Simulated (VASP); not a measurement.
# As (R-3m) in VASP: single point with PBE+D3(BJ)

Aim: the single point of As with PBE+D3(BJ).

Everything below comes from runs of VASP 6.6.1. Logs are shortened: lines on timing, memory, paths and dates and some standing lists are left out, and cuts for length are marked.

## Step 1: The cell of the first run

Symmetry: R-3m, No. 166, trigonal system. The conventional cell has a = 3.755 Å, b = 3.755 Å, c = 11.113 Å, α = 90.00°, β = 90.00°, γ = 120.00°. As (site symmetry 3m) has 6 As at 2.52 to 3.25 Å within 3.3 Å.

## Step 2: Single point, PBE+D3(BJ)

INCAR

```
SYSTEM = As
PREC = Accurate
ENCUT = 510
EDIFF = 1E-6
ISMEAR = 0
SIGMA = 0.1
LREAL = .False.
LASPH = .True.
NELM = 120
ALGO = Normal
ISIF = 2
LWAVE = .False.
LCHARG = .False.
GGA = PE
IVDW = 12
NBANDS = 22
GGA_COMPAT = .False.
```

KPOINTS

```
Automatic mesh
0
Gamma
  6 6 6
  0 0 0
```

POSCAR

```
As
1.0
    1.8774110887      1.0839237974      3.7043351684
   -1.8774110887      1.0839237974      3.7043351684
    0.0000000000     -2.1678475948      3.7043351684
As
2
Direct
    0.2244335900      0.2244335900      0.2244335900
    0.7755664100      0.7755664100      0.7755664100
```

Potentials or basis: VASP PAW PBE potentials, release 64 (As_d).

Run with:

```bash
> cat potpaw_PBE.64/As_d/POTCAR > POTCAR
> mpirun -np 1 vasp_std > vasp.out
```

OUTCAR:

```text
SYSTEM = As
   PREC = Accurate
   ENCUT = 510
   EDIFF = 1E-6
   ISMEAR = 0
   LREAL = .False.
   LASPH = .True.
   NELM = 120
   ISIF = 2
   GGA = PE
   IVDW = 12
 IVDW          = 12

 ion  position               nearest neighbor table
   1  0.224  0.224  0.224-   2 2.52   2 2.52   2 2.52
   2  0.776  0.776  0.776-   1 2.52   1 2.52   1 2.52

  LATTYP: Found a trigonal (rhomboedric) cell.
 ALAT       =     4.2920463924
 COS(alpha) =     0.6173339462

  Lattice vectors:

 A1 = (   1.8774110887,   1.0839237974,   3.7043351684)
 A2 = (  -1.8774110887,   1.0839237974,   3.7043351684)
 A3 = (   0.0000000000,  -2.1678475948,   3.7043351684)

Analysis of symmetry for initial positions (statically):
=====================================================================
 Subroutine PRICEL returns:
 Original cell was already a primitive cell.

 Routine SETGRP: Setting up the symmetry group for a
 trigonal (rhombohedral) supercell.

 Subroutine GETGRP returns: Found 12 space group operations
 (whereof 12 operations were pure point group operations)
 out of a pool of 12 trial point group operations.

The static configuration has the point symmetry D_3d.

Analysis of symmetry for dynamics (positions and initial velocities):
=====================================================================
 Subroutine PRICEL returns:
 Original cell was already a primitive cell.

 Routine SETGRP: Setting up the symmetry group for a
 trigonal (rhombohedral) supercell.

 Subroutine GETGRP returns: Found 12 space group operations
 (whereof 12 operations were pure point group operations)
 out of a pool of 12 trial point group operations.

The dynamic configuration has the point symmetry D_3d.

 Subroutine INISYM returns: Found 12 space group operations
 (whereof 12 operations are pure point group operations),
 and found     1 'primitive' translations

----------------------------------------------------------------------------------------

                                     Primitive cell

  volume of cell :      45.2293

  direct lattice vectors                    reciprocal lattice vectors
     1.877411089  1.083923797  3.704335168     0.266324197  0.153762347  0.089984658
    -1.877411089  1.083923797  3.704335168    -0.266324197  0.153762347  0.089984658
     0.000000000 -2.167847595  3.704335168     0.000000000 -0.307524693  0.089984658

  length of vectors
     4.292046392  4.292046392  4.292046392     0.320419531  0.320419531  0.320419531

  position of ions in fractional coordinates (direct lattice)
     0.224433590  0.224433590  0.224433590
     0.775566410  0.775566410  0.775566410

  ion indices of the primitive-cell ions
   primitive index   ion index
                 1           1
                 2           2

----------------------------------------------------------------------------------------

 KPOINTS: Automatic mesh

Automatic generation of k-mesh.
 Grid dimensions read from file:
 generate k-points for:    6    6    6

 Generating k-lattice:

  Cartesian coordinates                     Fractional coordinates (reciprocal lattice)
     0.044387366  0.025627058  0.014997443     0.166666667  0.000000000 -0.000000000
    -0.044387366  0.025627058  0.014997443     0.000000000  0.166666667 -0.000000000
     0.000000000 -0.051254116  0.014997443    -0.000000000 -0.000000000  0.166666667

  Length of vectors
     0.053403255  0.053403255  0.053403255

  Shift w.r.t. Gamma in fractional coordinates (k-lattice)
     0.000000000  0.000000000  0.000000000

 Subroutine IBZKPT returns following result:
 ===========================================

 Found     32 irreducible k-points:

 Following reciprocal coordinates:
            Coordinates               Weight
  0.000000  0.000000  0.000000      1.000000
  0.166667  0.000000 -0.000000      6.000000
  0.333333  0.000000  0.000000      6.000000
  0.500000  0.000000  0.000000      3.000000
  0.166667  0.166667 -0.000000      6.000000
  0.333333  0.166667  0.000000     12.000000
[... 16 lines left out ...]
  0.500000  0.500000  0.166667      6.000000
 -0.333333  0.500000  0.166667     12.000000
 [... further k-points ...]
   k-points           NKPTS =     32   k-points in BZ     NKDIM =     32   number of bands    NBANDS=     22
   number of dos      NEDOS =    301   number of ions     NIONS =      2
   total plane-waves  NPLWV =  32768
   dimension x,y,z NGX =    32 NGY =   32 NGZ =   32
   dimension x,y,z NGXF=    64 NGYF=   64 NGZF=   64
   ions per type =               2
   NGX,Y,Z   is equivalent  to a cutoff of  12.39, 12.39, 12.39 a.u.
   NGXF,Y,Z  is equivalent  to a cutoff of  24.79, 24.79, 24.79 a.u.
 SYSTEM =  As
   PREC   = accura    normal or accurate (medium, high low for compatibility)
   ISTART =      0    job   : 0-new  1-cont  2-samecut
   ICHARG =      2    charge: 1-file 2-atom 10-const
   ISPIN  =      1    spin polarized calculation?
   LNONCOLLINEAR =      F non collinear calculations
   LSORBIT =      F    spin-orbit coupling
   LASPH  =      T    aspherical Exc in radial PAW
   ENCUT  =  510.0 eV  37.48 Ry    6.12 a.u.   7.90  7.90  7.90*2*pi/ulx,y,z
   NELM   =    120;   NELMIN=  2; NELMDL= -5     # of ELM steps
   EDIFF  = 0.1E-05   stopping-criterion for ELM
   LREAL  =      F    real-space projection
   EDIFFG = 0.1E-04   stopping-criterion for IOM
   NSW    =      0    number of steps for IOM
   IBRION =     -1    ionic relax: 0-MD 1-quasi-New 2-CG
   NFREE  =      0    steps in history (QN), initial steepest desc. (CG)
   ISIF   =      2    stress and relaxation
   ISYM   =      2    0-nonsym 1-usesym 2-fastsym
   POTIM  = 0.5000    time-step for ionic-motion
   TEBEG  =    0.0;   TEEND  =   0.0 temperature during run
   PSTRESS=    0.0 pullay stress
   NELECT =      30.0000    total number of electrons
   NUPDOWN=      -1.0000    fix difference up-down
   EMIN   =  10.00;   EMAX   =-10.00  energy-range for DOS
   EFERMI =   0.00;   METHOD = LEGACY
   ISMEAR =     0;   SIGMA  =   0.10  broadening in eV -4-tet -1-fermi 0-gaus
   EFERMI_NEDOS =   21; number of points for ismear=-14 and -15
   IALGO  =     38    algorithm
   IMIX   =      4    mixing-type and parameters
     AMIX     =   0.40;   BMIX     =  1.00
     AMIX_MAG =   1.60;   BMIX_MAG =  1.00
  volume/ion in A,a.u.               =      22.61       152.61
  Fermi-wavevector in a.u.,A,eV,Ry     =   1.427717  2.697993 27.733774  2.038375
  Thomas-Fermi vector in A             =   2.547856
   LORBIT       =      0    0 simple, 1 ext, 2 COOP (PROOUT), +10 PAW based schemes
   GGA     = PE    functional components
   LHFCALC =     F    Hartree Fock is set to
   AEXX    =    0.0000 exact exchange contribution
   IVDW    =    12    specifies the selected vdW correction
   LEPSILON=     F    determine dielectric tensor
   LRPA    =     F    only Hartree local field effects (RPA)
 non-spin polarized calculation
 Gauss-broadening in eV      SIGMA  =   0.10
  energy-cutoff  :      510.00
  volume of cell :       45.23
 maximum number of plane-waves:      1196
   NGX = 15   NGY = 15   NGZ = 15

 number of electron      30.0000005 magnetization

 Free energy of the ion-electron system (eV)
  ---------------------------------------------------
  ext. energy  EPLUGINS =         0.00000000
  ---------------------------------------------------
  free energy    TOTEN  =        -9.38140033 eV

  energy without entropy =       -9.37898350  energy(sigma->0) =       -9.38019191

 E-fermi :   3.2461     XC(G=0): -10.3866

 val. band max:        3.2224126221   @ k =   0.3333   0.1667   0.1667
 cond. band min:       3.7856493674   @ k =   0.3333   0.0000   0.0000
 fundamental gap:      0.5632367453
 Fermi energy:         3.2460528087

 k-point     1 :       0.0000    0.0000    0.0000
  band No.  band energies     occupation
      1     -32.8631      2.00000
      2     -32.8631      2.00000
      3     -32.8203      2.00000
      4     -32.8203      2.00000
      5     -32.7882      2.00000
      6     -32.7544      2.00000
[... 14 lines left out ...]
     21      11.0224      0.00000
     22      12.0909      0.00000

 k-point     2 :       0.1667    0.0000   -0.0000
  band No.  band energies     occupation
      1     -32.8612      2.00000
      2     -32.8556      2.00000
      3     -32.8179      2.00000
      4     -32.8147      2.00000
      5     -32.7867      2.00000
      6     -32.7580      2.00000
[... 14 lines left out ...]
     21      10.6541      0.00000
     22      13.8718      0.00000

 k-point     3 :       0.3333    0.0000    0.0000
  band No.  band energies     occupation
      1     -32.8570      2.00000
      2     -32.8368      2.00000
      3     -32.8121      2.00000
      4     -32.8009      2.00000
      5     -32.7821      2.00000
      6     -32.7682      2.00000
[... 14 lines left out ...]
     21      12.6795      0.00000
     22      14.9462      0.00000

 k-point     4 :       0.5000    0.0000    0.0000
  band No.  band energies     occupation
      1     -32.8546      2.00000
      2     -32.8250      2.00000
      3     -32.8035      2.00000
      4     -32.7871      2.00000
      5     -32.7811      2.00000
      6     -32.7801      2.00000
[... 14 lines left out ...]
     21      15.0616      0.00000
     22      15.2644      0.00000

 k-point     5 :       0.1667    0.1667   -0.0000
  band No.  band energies     occupation
      1     -32.8627      2.00000
      2     -32.8534      2.00000
      3     -32.8182      2.00000
      4     -32.8142      2.00000
      5     -32.7865      2.00000
      6     -32.7588      2.00000
[... 14 lines left out ...]
     21      11.3439      0.00000
     22      12.9097      0.00000

 k-point     6 :       0.3333    0.1667    0.0000
  band No.  band energies     occupation
      1     -32.8601      2.00000
      2     -32.8394      2.00000
      3     -32.8132      2.00000
      4     -32.8066      2.00000
      5     -32.7828      2.00000
      6     -32.7667      2.00000
[... 14 lines left out ...]
     21      13.2359      0.00000
     22      14.3592      0.00000

 k-point     7 :       0.5000    0.1667   -0.0000
  band No.  band energies     occupation
      1     -32.8574      2.00000
      2     -32.8202      2.00000
      3     -32.8046      2.00000
      4     -32.7962      2.00000
      5     -32.7799      2.00000
      6     -32.7766      2.00000
[... 324 lines left out ...]
      6     -32.7666      2.00000
[... 14 lines left out ...]
     21      13.3265      0.00000
     22      14.4722      0.00000

 k-point    21 :      -0.3333    0.3333    0.1667
  band No.  band energies     occupation
      1     -32.8580      2.00000
      2     -32.8214      2.00000
      3     -32.8047      2.00000
      4     -32.7965      2.00000
      5     -32.7799      2.00000
      6     -32.7762      2.00000
[... 14 lines left out ...]
     21      15.3609      0.00000
     22      15.9597      0.00000

 k-point    22 :      -0.1667    0.3333    0.1667
  band No.  band energies     occupation
      1     -32.8597      2.00000
      2     -32.8203      2.00000
      3     -32.8054      2.00000
      4     -32.7951      2.00000
      5     -32.7806      2.00000
      6     -32.7773      2.00000
[... 14 lines left out ...]
     21      13.9031      0.00000
     22      15.4043      0.00000

 k-point    23 :       0.5000    0.5000    0.1667
  band No.  band energies     occupation
      1     -32.8598      2.00000
      2     -32.8345      2.00000
      3     -32.8117      2.00000
      4     -32.8001      2.00000
      5     -32.7812      2.00000
      6     -32.7696      2.00000
[... 14 lines left out ...]
     21      14.6998      0.00000
     22      14.9353      0.00000

 k-point    24 :      -0.3333    0.5000    0.1667
  band No.  band energies     occupation
      1     -32.8595      2.00000
      2     -32.8220      2.00000
      3     -32.8051      2.00000
      4     -32.7960      2.00000
      5     -32.7803      2.00000
      6     -32.7759      2.00000
[... 14 lines left out ...]
     21      14.7466      0.00000
     22      15.5595      0.00000

 [... further k-points ...]

------------------------ aborting loop because EDIFF is reached ----------------------------------------

 Edisp (eV)   -0.79670

 E8    (eV) :    -0.3373

  FORCE on cell =-STRESS in cart. coord.  units (eV):
  Direction    XX          YY          ZZ          XY          YZ          ZX
  --------------------------------------------------------------------------------------
  -------------------------------------------------------------------------------------
  Total      -0.13940    -0.13940    -0.79985     0.00000     0.00000     0.00000
  in kB      -4.93807    -4.93807   -28.33355     0.00000     0.00000     0.00000
  external pressure =      -12.74 kB  Pullay stress =        0.00 kB

 VOLUME and BASIS-vectors are now :
 -----------------------------------------------------------------------------
  energy-cutoff  :      510.00
  volume of cell :       45.23
      direct lattice vectors                 reciprocal lattice vectors
     1.877411089  1.083923797  3.704335168     0.266324197  0.153762347  0.089984658
    -1.877411089  1.083923797  3.704335168    -0.266324197  0.153762347  0.089984658
     0.000000000 -2.167847595  3.704335168     0.000000000 -0.307524693  0.089984658

 POSITION                                       TOTAL-FORCE (eV/Angst)
 -----------------------------------------------------------------------------------
      0.00000      0.00000      2.49413         0.000000      0.000000      0.173817
      0.00000      0.00000      8.61887         0.000000      0.000000     -0.173817
 -----------------------------------------------------------------------------------
    total drift:                                0.000000     -0.000000      0.000000

  FREE ENERGIE OF THE ION-ELECTRON SYSTEM (eV)
  ---------------------------------------------------
  free  energy   TOTEN  =       -10.1781005327 eV

  energy  without entropy=      -10.1756836977  energy(sigma->0) =      -10.17689212
```

It took 20 s on 1 thread of Intel Xeon Platinum 8259CL at 2.50GHz (Skylake/Cascade Lake), shared host; peak memory 0.18 GiB.

Results:

- Free energy: -10.1781 eV
- Pressure: -1.3 GPa
- Largest force: 0.174 eV/Å
- Band gap on the k mesh: zero (bands 15 and 16 overlap by 0.08 eV)
- Dispersion energy per atom: -0.398 eV

Forces in eV/Å, atoms in the order of the input:
```
As   0.000  0.000  0.174
As   0.000  0.000 -0.174
```

Stress tensor (GPa, compression positive):
```
-0.49  0.00  0.00
 0.00 -0.49  0.00
 0.00  0.00 -2.83
```

Levels at points of the mesh, in eV from the Fermi level:
```csv
k point,band 13,band 14,band 15,band 16,band 17,band 18
"(0.00, 0.00, 0.00)",-2.50,-1.68,-1.68,1.61,2.90,2.90
"(0.50, 0.00, 0.00)",-2.94,-2.71,-0.45,-0.10,0.54,1.85
"(0.50, 0.50, 0.00)",-5.49,-3.88,-3.68,1.65,5.20,6.72
"(0.50, 0.50, 0.50)",-1.48,-1.48,-0.29,1.26,1.26,1.98
```

The gap in the log of VASP goes by the Fermi energy; the results here count the filled bands.